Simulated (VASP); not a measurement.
A run of VASP 6.6.1 is set up as follows.

File POSCAR:

```
MgS
1.0
    0.0000000000      2.7872813356      2.8896763702
    2.7872813356      0.0000000000      2.8896763702
    2.7872813356      2.7872813356      0.0000000000
Mg S
1 1
Direct
    0.0000000000      0.0000000000      0.0000000000
    0.2500000000      0.2500000000      0.2500000000
```

INCAR.step1

```
PREC     = Accurate       # precision mode
ENCUT    = 520            # plane-wave cutoff, eV
ISMEAR   = 0              # smearing method
SIGMA    = 0.01           # smearing width, eV
LREAL    = F              # projectors in reciprocal space
LASPH    = T              # aspherical terms in the spheres
NELM     = 100            # most SCF steps
NBANDS   = 11             # bands
GGA      = PE             # functional
ALGO     = Normal         # electronic algorithm
EDIFF    = 1E-4           # SCF threshold, eV
LWAVE    = T              # write WAVECAR
LCHARG   = F              # write CHGCAR
```

Contents of INCAR.step2:

```
PREC     = Accurate       # precision mode
ENCUT    = 520            # plane-wave cutoff, eV
EDIFF    = 1E-6           # SCF threshold, eV
ISMEAR   = 0              # smearing method
SIGMA    = 0.01           # smearing width, eV
LREAL    = F              # projectors in reciprocal space
LASPH    = T              # aspherical terms in the spheres
NELM     = 100            # most SCF steps
ALGO     = Normal         # electronic algorithm
ISIF     = 2              # what is computed and relaxed
LWAVE    = F              # write WAVECAR
LCHARG   = T              # write CHGCAR
METAGGA  = R2SCAN         # meta-GGA
LMIXTAU  = T            
LELF     = T              # ELF
LVHAR    = T            
NBANDS   = 11             # bands
ISTART   = 1
```

Contents of KPOINTS:

```
Automatic mesh
0
Gamma
  8 8 8
```

Potentials or basis: VASP PAW PBE potentials, release 64 (Mg, S).

Launch:

```bash
$ cat potpaw_PBE.64/Mg/POTCAR potpaw_PBE.64/S/POTCAR > POTCAR
$ cp INCAR.step1 INCAR
$ mpirun -np 1 vasp_std > vasp.out
$ cp INCAR.step2 INCAR
$ mpirun -np 1 vasp_std > vasp.out
```

(1) Predict the band gap on the k mesh.

(2) What does it give for the pressure?

Results:

(1) 4.14 eV, direct.

(2) 0.3 GPa.

Caveat: the cell differs from its parent crystal (epitaxial xy strain -1.5%); the PAW data sets were made with another functional, which shifts forces and pressure a little.
